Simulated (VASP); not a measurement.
Here is a VASP 6.6.1 calculation.

INCAR

```
ALGO = Normal
EDIFF = 1E-7
ENCUT = 520
GGA = PE
ISIF = 2
ISMEAR = -1
LASPH = T
LCHARG = F
LREAL = F
LWAVE = F
NBANDS = 86
NELM = 80
PREC = Accurate
SIGMA = 0.1
```

KPOINTS

```
k-points
0
Gamma
  4 3 5
```

The input POSCAR:

```
Ti12B
1.0
    5.9000000000      0.0000000000      0.0000000000
   -4.4250000000      7.6643250000      0.0000000000
    0.0000000000      0.0000000000      4.6846000000
Ti B
12 1
Direct
   -0.0299993128     -0.0084533211     -0.0008948469
    0.1181484521      0.2013222299      0.4991083550
   -0.0044661503      0.3419389183     -0.0008959143
    0.2504345367      0.5396643540      0.4990895701
    0.2082355508      0.7323992654     -0.0008950604
    0.1755934844      0.9165404651      0.4990978952
    0.5216156746      0.0360351368     -0.0008971951
    0.6701735228      0.2311000643      0.4991049396
    0.4210274599      0.2993990991     -0.0008811852
    0.7838907878      0.5670114459      0.4991075012
    0.5994861174      0.6519283825     -0.0008918584
    0.6242183209      0.8687744844      0.4991062204
   -0.1795900977      0.5096977229      0.9991164667
```

Potentials or basis: VASP PAW PBE potentials, release 64 (Ti_sv, B).

The run is started by

```console
$ cat potpaw_PBE.64/Ti_sv/POTCAR potpaw_PBE.64/B/POTCAR > POTCAR
$ mpirun -np 1 vasp_std > vasp.out
```

Question: Estimate the band gap on the k mesh.

Answer: Zero (an odd number of electrons rules out a gap without spin polarisation).

Question: Estimate the pressure.

Answer: 1.8 GPa.

Question: Estimate the largest force.

Answer: 0.054 eV/Å.

Stress tensor (GPa, compression positive):
```
 1.40  1.31  0.00
 1.31  6.75  0.00
 0.00  0.00 -2.68
```
